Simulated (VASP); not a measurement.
# TaN (P2_1) in VASP: notebook, part 2 of 2

VASP 6.6.1. Earlier steps stand in the parts before.

### Step 3. Single point, PBE (atoms displaced along several vibrational modes)

Input file INCAR:

```
PREC     = Accurate       # precision mode
ENCUT    = 520            # plane-wave cutoff, eV
EDIFF    = 1E-6           # SCF threshold, eV
ISMEAR   = 0              # smearing method
SIGMA    = 0.15           # smearing width, eV
LREAL    = F              # projectors in reciprocal space
LASPH    = T              # aspherical terms in the spheres
NELM     = 80             # most SCF steps
ALGO     = Fast           # electronic algorithm
ISIF     = 2              # what is computed and relaxed
LWAVE    = F              # write WAVECAR
LCHARG   = F              # write CHGCAR
GGA      = PE             # functional
NBANDS   = 24             # bands
```

Input file KPOINTS:

```
Automatic mesh
0
Gamma
  15 15 8
```

Input file POSCAR:

```
TaN
1.0
    2.9168996769      0.0000000000      0.0000000000
   -1.4584498385      2.5261092205      0.0000000000
    0.0000000000      0.0000000000      5.9142266377
Ta N
2 2
Direct
   -0.0270381303     -0.0197932851      0.0000000000
    0.0270381303      0.0197932851      0.5000000000
    0.3333333333      0.6666666667      0.2500000000
    0.6666666667      0.3333333333      0.7500000000
```

Potentials or basis: VASP PAW PBE potentials, release 64 (Ta_pv, N).

Started as:

```
$ cat potpaw_PBE.64/Ta_pv/POTCAR potpaw_PBE.64/N/POTCAR > POTCAR
$ mpirun -np 1 vasp_std > vasp.out
```

OUTCAR:

```text
PREC = Accurate
   ENCUT = 520
   EDIFF = 1E-6
   ISMEAR = 0
   LREAL = F
   LASPH = T
   NELM = 80
   ISIF = 2
   GGA = PE

 ion  position               nearest neighbor table
   1  0.973  0.980  0.000-   3 2.19   4 2.20   4 2.23   3 2.26   3 2.28   4 2.29   2 2.96   2 2.96

   2  0.027  0.020  0.500-   4 2.19   3 2.20   3 2.23   4 2.26   4 2.28   3 2.29   1 2.96   1 2.96

   3  0.333  0.667  0.250-   1 2.19   2 2.20   2 2.23   1 2.26   1 2.28   2 2.29
   4  0.667  0.333  0.750-   2 2.19   1 2.20   1 2.23   2 2.26   2 2.28   1 2.29

  LATTYP: Found a hexagonal cell.
 ALAT       =     2.9168996769
 C/A-ratio  =     2.0275728660

  Lattice vectors:

 A1 = (   2.9168996769,   0.0000000000,   0.0000000000)
 A2 = (  -1.4584498385,   2.5261092205,   0.0000000000)
 A3 = (   0.0000000000,   0.0000000000,   5.9142266377)

Analysis of symmetry for initial positions (statically):
=====================================================================
 Subroutine PRICEL returns:
 Original cell was already a primitive cell.

 Routine SETGRP: Setting up the symmetry group for a
 hexagonal supercell.

 Subroutine GETGRP returns: Found  2 space group operations
 (whereof  1 operations were pure point group operations)
 out of a pool of 24 trial point group operations.

The static configuration has the point symmetry C_1 .
 The point group associated with its full space group is C_2 .

Analysis of symmetry for dynamics (positions and initial velocities):
=====================================================================
 Subroutine PRICEL returns:
 Original cell was already a primitive cell.

 Routine SETGRP: Setting up the symmetry group for a
 hexagonal supercell.

 Subroutine GETGRP returns: Found  2 space group operations
 (whereof  1 operations were pure point group operations)
 out of a pool of 24 trial point group operations.

The dynamic configuration has the point symmetry C_1 .
 The point group associated with its full space group is C_2 .

 Subroutine INISYM returns: Found  2 space group operations
 (whereof  1 operations are pure point group operations),
 and found     1 'primitive' translations

----------------------------------------------------------------------------------------

                                     Primitive cell

  volume of cell :      43.5784

  direct lattice vectors                    reciprocal lattice vectors
     2.916899677  0.000000000  0.000000000     0.342829754  0.197932851  0.000000000
    -1.458449838  2.526109220  0.000000000     0.000000000  0.395865702  0.000000000
     0.000000000  0.000000000  5.914226638     0.000000000  0.000000000  0.169083815

  length of vectors
     2.916899677  2.916899677  5.914226638     0.395865702  0.395865702  0.169083815

  position of ions in fractional coordinates (direct lattice)
     0.972961870  0.980206715  0.000000000
     0.027038130  0.019793285  0.500000000
     0.333333333  0.666666667  0.250000000
     0.666666667  0.333333333  0.750000000

  ion indices of the primitive-cell ions
   primitive index   ion index
                 1           1
                 2           2
                 3           3
                 4           4

----------------------------------------------------------------------------------------

 KPOINTS: Automatic mesh

Automatic generation of k-mesh.
 Grid dimensions read from file:
 generate k-points for:   15   15    8

 Generating k-lattice:

  Cartesian coordinates                     Fractional coordinates (reciprocal lattice)
     0.022855317  0.013195523  0.000000000     0.066666667  0.000000000  0.000000000
     0.000000000  0.026391047  0.000000000     0.000000000  0.066666667  0.000000000
     0.000000000  0.000000000  0.021135477     0.000000000  0.000000000  0.125000000

  Length of vectors
     0.026391047  0.026391047  0.021135477

  Shift w.r.t. Gamma in fractional coordinates (k-lattice)
     0.000000000  0.000000000  0.000000000

 Subroutine IBZKPT returns following result:
 ===========================================

 Found    565 irreducible k-points:

 Following reciprocal coordinates:
            Coordinates               Weight
  0.000000  0.000000  0.000000      1.000000
  0.066667 -0.000000  0.000000      2.000000
  0.000000  0.066667  0.000000      2.000000
 -0.066667  0.066667  0.000000      2.000000
  0.133333 -0.000000  0.000000      2.000000
  0.000000  0.133333  0.000000      2.000000
[... 16 lines left out ...]
  0.066667  0.066667  0.000000      2.000000
 -0.066667  0.133333  0.000000      2.000000
 [... further k-points ...]
   k-points           NKPTS =    565   k-points in BZ     NKDIM =    565   number of bands    NBANDS=     24
   number of dos      NEDOS =    301   number of ions     NIONS =      4
   total plane-waves  NPLWV =  27648
   dimension x,y,z NGX =    24 NGY =   24 NGZ =   48
   dimension x,y,z NGXF=    48 NGYF=   48 NGZF=   96
   ions per type =               2   2
   NGX,Y,Z   is equivalent  to a cutoff of  13.68, 13.68, 13.49 a.u.
   NGXF,Y,Z  is equivalent  to a cutoff of  27.36, 27.36, 26.99 a.u.
 SYSTEM =  unknown system
   PREC   = accura    normal or accurate (medium, high low for compatibility)
   ISTART =      0    job   : 0-new  1-cont  2-samecut
   ICHARG =      2    charge: 1-file 2-atom 10-const
   ISPIN  =      1    spin polarized calculation?
   LNONCOLLINEAR =      F non collinear calculations
   LSORBIT =      F    spin-orbit coupling
   LASPH  =      T    aspherical Exc in radial PAW
   ENCUT  =  520.0 eV  38.22 Ry    6.18 a.u.   5.42  5.42 11.00*2*pi/ulx,y,z
   NELM   =     80;   NELMIN=  2; NELMDL= -5     # of ELM steps
   EDIFF  = 0.1E-05   stopping-criterion for ELM
   LREAL  =      F    real-space projection
   EDIFFG = 0.1E-04   stopping-criterion for IOM
   NSW    =      0    number of steps for IOM
   IBRION =     -1    ionic relax: 0-MD 1-quasi-New 2-CG
   NFREE  =      0    steps in history (QN), initial steepest desc. (CG)
   ISIF   =      2    stress and relaxation
   ISYM   =      2    0-nonsym 1-usesym 2-fastsym
   POTIM  = 0.5000    time-step for ionic-motion
   TEBEG  =    0.0;   TEEND  =   0.0 temperature during run
   PSTRESS=    0.0 pullay stress
   NELECT =      32.0000    total number of electrons
   NUPDOWN=      -1.0000    fix difference up-down
   EMIN   =  10.00;   EMAX   =-10.00  energy-range for DOS
   EFERMI =   0.00;   METHOD = LEGACY
   ISMEAR =     0;   SIGMA  =   0.15  broadening in eV -4-tet -1-fermi 0-gaus
   EFERMI_NEDOS =   21; number of points for ismear=-14 and -15
   IALGO  =     68    algorithm
   IMIX   =      4    mixing-type and parameters
     AMIX     =   0.40;   BMIX     =  1.00
     AMIX_MAG =   1.60;   BMIX_MAG =  1.00
  volume/ion in A,a.u.               =      10.89        73.52
  Fermi-wavevector in a.u.,A,eV,Ry     =   1.476956  2.791043 29.679746  2.181400
  Thomas-Fermi vector in A             =   2.591419
   LORBIT       =      0    0 simple, 1 ext, 2 COOP (PROOUT), +10 PAW based schemes
   GGA     = PE    functional components
   LHFCALC =     F    Hartree Fock is set to
   AEXX    =    0.0000 exact exchange contribution
   IVDW    =     0    specifies the selected vdW correction
   LEPSILON=     F    determine dielectric tensor
   LRPA    =     F    only Hartree local field effects (RPA)
 non-spin polarized calculation
 RMM-DIIS sequential band-by-band and
 Gauss-broadening in eV      SIGMA  =   0.15
  energy-cutoff  :      520.00
  volume of cell :       43.58
 maximum number of plane-waves:      1221
 NGX is ok and might be reduce to    24
   NGX = 11   NGY = 11   NGZ = 21

 number of electron      32.0000001 magnetization

 Free energy of the ion-electron system (eV)
  ---------------------------------------------------
  ext. energy  EPLUGINS =         0.00000000
  ---------------------------------------------------
  free energy    TOTEN  =       -43.96334989 eV

  energy without entropy =      -43.95104018  energy(sigma->0) =      -43.95719504

 E-fermi :   8.1670     XC(G=0): -13.2864

 val. band max:        8.1654585170   @ k =   0.3333   0.3333   0.1250
 cond. band min:       8.1723502262   @ k =   0.3333   0.3333   0.1250
 fundamental gap:      0.0068917092
 Fermi energy:         8.1670003824

 k-point     1 :       0.0000    0.0000    0.0000
  band No.  band energies     occupation
      1     -27.4512      2.00000
      2     -26.7087      2.00000
      3     -26.4506      2.00000
      4     -26.4484      2.00000
      5     -26.3929      2.00000
      6     -26.3888      2.00000
[... 637 lines left out ...]
     23      12.3890      0.00000
     24      13.7086      0.00000

 [... further k-points ...]
[... 5 lines left out ...]
  --------------------------------------------------------------------------------------
  -------------------------------------------------------------------------------------
  Total        0.3775268      0.3784743      0.5447118      0.0440187      0.0000000      0.0000000
  in kB       13.8799157     13.9147502     20.0265343      1.6183628      0.0000000      0.0000000
  external PRESSURE =      15.9404001 kB  Pullay stress =       0.0000000 kB

 VOLUME and BASIS-vectors are now :
 -----------------------------------------------------------------------------
  energy-cutoff  :      520.00
  volume of cell :       43.58
      direct lattice vectors                 reciprocal lattice vectors
     2.916899677  0.000000000  0.000000000     0.342829754  0.197932851  0.000000000
    -1.458449838  2.526109220  0.000000000     0.000000000  0.395865702  0.000000000
     0.000000000  0.000000000  5.914226638     0.000000000  0.000000000  0.169083815

 POSITION                                       TOTAL-FORCE (eV/Angst)
 -----------------------------------------------------------------------------------
      1.40845      2.47611      0.00000         0.662908      0.662913     -0.002563
      0.05000      0.05000      2.95711        -0.662908     -0.662913     -0.002563
     -0.00000      1.68407      1.47856        -0.025754      0.000048      0.002563
      1.45845      0.84204      4.43567         0.025754     -0.000048      0.002563
 -----------------------------------------------------------------------------------
    total drift:                                0.000000      0.000000     -0.000003

  FREE ENERGIE OF THE ION-ELECTRON SYSTEM (eV)
  ---------------------------------------------------
  free  energy   TOTEN  =       -43.9633498947 eV

  energy  without entropy=      -43.9510401839  energy(sigma->0) =      -43.95719504
```

It took 12 min on 1 thread of Oxide Virtual Turin-like, shared host; peak memory 0.54 GiB.

What came out:

```yaml
Free_energy: -43.9633 eV
Pressure: 1.6 GPa
Largest_force: 0.938 eV/Å
Band_gap_on_the_k_mesh: zero (bands 16 and 17 overlap by 0.94 eV)
```

Forces on the atoms (eV/Å):
```
Ta   0.663  0.663 -0.003
Ta  -0.663 -0.663 -0.003
N   -0.026  0.000  0.003
N    0.026  0.000  0.003
```

Caveat: the cell differs from its parent crystal (atoms displaced along several vibrational modes); spin-orbit coupling is left out, which moves the levels of the heavy elements.
